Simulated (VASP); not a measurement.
# ZnSb (Pm-3m) in VASP: notebook, part 2 of 2

VASP 6.6.1. The steps go on from the part before.

**4. Single point, LDA**

INCAR reads:

```
SYSTEM = ZnSb
ALGO     = Normal         ! electronic algorithm
EDIFF    = 1E-6           ! SCF threshold, eV
ENCUT    = 500            ! plane-wave cutoff, eV
GGA      = CA             ! functional
GGA_COMPAT= .False.      
ISIF     = 2              ! what is computed and relaxed
ISMEAR   = 1              ! smearing method
LASPH    = .True.         ! aspherical terms in the spheres
LCHARG   = .False.        ! write CHGCAR
LREAL    = .False.        ! projectors in reciprocal space
LWAVE    = .False.        ! write WAVECAR
NBANDS   = 16             ! bands
NELM     = 120            ! most SCF steps
PREC     = Accurate       ! precision mode
SIGMA    = 0.0362         ! smearing width, eV
```

KPOINTS reads:

```
k-points
0
Gamma
  5 5 5
  0 0 0
```

POSCAR reads:

```
ZnSb
1.0
    3.5759530000      0.0000000000      0.0000000000
    0.0000000000      3.5759530000      0.0000000000
    0.0000000000      0.0000000000      3.5759530000
Zn Sb
1 1
Direct
    0.5000000000      0.5000000000      0.5000000000
    0.0000000000      0.0000000000      0.0000000000
```

Potentials or basis: VASP PAW LDA potentials, release 64 (Zn, Sb).

Command:

```bash
cat potpaw_LDA.64/Zn/POTCAR potpaw_LDA.64/Sb/POTCAR > POTCAR
mpirun -np 1 vasp_std > vasp.out
```

OUTCAR:

```text
SYSTEM = ZnSb
   EDIFF = 1E-6
   ENCUT = 500
   GGA = CA
   ISIF = 2
   ISMEAR = 1
   LASPH = .True.
   LREAL = .False.
   NELM = 120
   PREC = Accurate

 ion  position               nearest neighbor table
   1  0.500  0.500  0.500-   2 3.10   2 3.10   2 3.10   2 3.10   2 3.10   2 3.10   2 3.10   2 3.10

   2  0.000  0.000  0.000-   1 3.10   1 3.10   1 3.10   1 3.10   1 3.10   1 3.10   1 3.10   1 3.10

  LATTYP: Found a simple cubic cell.
 ALAT       =     3.5759530000

  Lattice vectors:

 A1 = (   3.5759530000,   0.0000000000,   0.0000000000)
 A2 = (   0.0000000000,   3.5759530000,   0.0000000000)
 A3 = (   0.0000000000,   0.0000000000,   3.5759530000)

Analysis of symmetry for initial positions (statically):
=====================================================================
 Subroutine PRICEL returns:
 Original cell was already a primitive cell.

 Routine SETGRP: Setting up the symmetry group for a
 simple cubic supercell.

 Subroutine GETGRP returns: Found 48 space group operations
 (whereof 48 operations were pure point group operations)
 out of a pool of 48 trial point group operations.

The static configuration has the point symmetry O_h .

[... 145 lines left out ...]

 E-fermi :   5.1622     XC(G=0): -10.5534

 val. band max:        5.1541732738   @ k =   0.4000   0.2000   0.2000
 cond. band min:       5.4218733213   @ k =   0.0000   0.0000   0.0000
 fundamental gap:      0.2677000475
 Fermi energy:         5.1622323250

 k-point     1 :       0.0000    0.0000    0.0000
  band No.  band energies     occupation
      1      -6.2668      2.00000
      2      -1.5961      2.00000
      3      -1.5961      2.00000
      4      -1.4206      2.00000
      5      -1.4206      2.00000
      6      -1.4206      2.00000
[... 167 lines left out ...]
      3      -1.7069      2.00000
      4      -1.3518      2.00000
      5      -1.3518      2.00000
      6      -1.2082      2.00000
[... 8 lines left out ...]
     15      20.2871      0.00000
     16      20.7973      0.00000

------------------------ aborting loop because EDIFF is reached ----------------------------------------

  FORCE on cell =-STRESS in cart. coord.  units (eV):
  Direction    XX          YY          ZZ          XY          YZ          ZX
  --------------------------------------------------------------------------------------
  -------------------------------------------------------------------------------------
  Total       -1.9364815     -1.9364815     -1.9364815     -0.0000000     -0.0000000      0.0000000
  in kB      -67.8497946    -67.8497946    -67.8497946     -0.0000000     -0.0000000      0.0000000
  external PRESSURE =     -67.8497946 kB  Pullay stress =       0.0000000 kB

 VOLUME and BASIS-vectors are now :
 -----------------------------------------------------------------------------
  energy-cutoff  :      500.00
  volume of cell :       45.73
      direct lattice vectors                 reciprocal lattice vectors
     3.575953000  0.000000000  0.000000000     0.279645734  0.000000000  0.000000000
     0.000000000  3.575953000  0.000000000     0.000000000  0.279645734  0.000000000
     0.000000000  0.000000000  3.575953000     0.000000000  0.000000000  0.279645734

 POSITION                                       TOTAL-FORCE (eV/Angst)
 -----------------------------------------------------------------------------------
      1.78798      1.78798      1.78798         0.000000      0.000000      0.000000
      0.00000      0.00000      0.00000         0.000000      0.000000      0.000000
 -----------------------------------------------------------------------------------
    total drift:                                0.000000      0.000000      0.000000

  FREE ENERGIE OF THE ION-ELECTRON SYSTEM (eV)
  ---------------------------------------------------
  free  energy   TOTEN  =        -6.1558688734 eV

  energy  without entropy=       -6.1543121410  energy(sigma->0) =       -6.15534996
```

stdout:

```text
POSCAR found type information on POSCAR ZnSb
 POSCAR found :  2 types and       2 ions
 scaLAPACK will be used
 LDA part: xc-table for (Slater(with rela. corr.)+CA(PZ))
 , standard interpolation
 POSCAR, INCAR and KPOINTS ok, starting setup
 FFT: planning ... GRIDC
 FFT: planning ... GRID_SOFT
 FFT: planning ... GRID
 WAVECAR not read
 entering main loop
```

Run time: 9.4 s. Hardware: 1 thread of Intel Xeon Platinum 8375C at 2.90GHz (Ice Lake), shared host; peak memory 0.13 GiB.

What came out:

```
Free energy : -6.1559 eV
Pressure    : -6.8 GPa
```

Caveat: spin-orbit coupling is left out, which moves the levels of the heavy elements.

**5. Single point, LDA**

INCAR reads:

```
  PREC = Accurate
  ENCUT = 500
  EDIFF = 1E-6
  ISMEAR = 1
  SIGMA = 0.0362
  LREAL = F
  LASPH = T
  NELM = 120
  ALGO = Normal
  ISIF = 2
  LWAVE = F
  LCHARG = T
  GGA = CA
  LELF = T
  LVHAR = T
  NBANDS = 16
  GGA_COMPAT = F
```

KPOINTS reads:

```
Automatic mesh
0
Gamma
  5 5 5
  0.5 0.5 0.5
```

POSCAR is that of step 4.

Command:

```bash
cat potpaw_LDA.64/Zn/POTCAR potpaw_LDA.64/Sb/POTCAR > POTCAR
mpirun -np 1 vasp_std > vasp.out
```

Wall time 11 s (1 thread of Intel Xeon Platinum 8375C at 2.90GHz (Ice Lake), shared host); peak memory 0.13 GiB.

The run converged. Its results:

```
Free energy : -5.9991 eV
Pressure    : -6.2 GPa
```

Levels at points of the mesh, in eV from the Fermi level:
| k point | band 5 | band 6 | band 7 | band 8 | band 9 | band 10 | band 11 | band 12 | band 13 | band 14 |
| --- | --- | --- | --- | --- | --- | --- | --- | --- | --- | --- |
| (0.50, 0.50, 0.50) | -6.69 | -6.69 | -1.62 | -1.62 | -1.62 | -0.30 | 0.80 | 0.80 | 0.80 | 16.32 |

Caveat: spin-orbit coupling is left out, which moves the levels of the heavy elements.

**6. The runs side by side**

```tsv
k mesh	smearing	gap on the mesh (eV)	pressure (GPa)
5 × 5 × 5	methfessel-paxton 0.0362 eV	none	-6.8
5 × 5 × 5	tetrahedron	none	-6.7
5 × 5 × 5, shifted	methfessel-paxton 0.0362 eV	none	-6.2
```

Alike in all rows: task single point; level LDA; potentials or basis VASP PAW LDA potentials, release 64 (Zn, Sb); no spin polarisation; cell as given; cutoff (eV) 500.

Every run on the cell as given and a fine mesh finds a metal.

Caveats: spin-orbit coupling is left out, which moves the levels of the heavy elements.

Total energies depend on the potentials used, so only differences within one code and one set of settings carry meaning.
